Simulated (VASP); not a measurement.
Input of a VASP 6.6.1 run:

File INCAR:

```
  PREC = Accurate
  ENCUT = 520
  EDIFF = 1E-6
  ISMEAR = -1
  SIGMA = 0.05
  LREAL = F
  LASPH = T
  NELM = 100
  ALGO = Normal
  ISIF = 2
  LWAVE = F
  LCHARG = F
  GGA = RE
  IVDW = 12
  NBANDS = 26
```

KPOINTS

```
Automatic mesh
0
Gamma
  12 12 4
```

POSCAR

```
C
1.0
    2.4706141248      0.0000000000      0.0000000000
   -1.2353070624      2.1396145950      0.0000000000
    0.0000000000      0.0000000000      8.0689487361
C
8
Direct
    0.6666666667      0.3333333333      0.8437500000
    0.3333333333      0.6666666667      0.3437500000
    0.6666666667      0.3333333333      0.6562500000
    0.3333333333      0.6666666667      0.1562500000
    0.0000000000      0.0000000000      0.9062500000
    0.0000000000      0.0000000000      0.4062500000
    0.0000000000      0.0000000000      0.5937500000
    0.0000000000      0.0000000000      0.0937500000
```

Potentials or basis: VASP PAW PBE potentials, release 64 (C).

Launch:

```bash
$ cat potpaw_PBE.64/C/POTCAR > POTCAR
$ mpirun -np 1 vasp_std > vasp.out
```

What does it give for the largest force?

0.365 eV/Å.

Estimate the band gap on the k mesh.

4.55 eV (least direct gap 5.31 eV).

What does it give for the dispersion energy per atom?

-0.420 eV.

What does it give for the pressure?

26.2 GPa.

Stress tensor (GPa, compression positive):
```
21.42  0.00  0.00
 0.00 21.42  0.00
 0.00  0.00 35.83
```

Caveat: the cell stands under pressure; the PAW data sets were made with another functional, which shifts forces and pressure a little. A k mesh can miss the band edges.
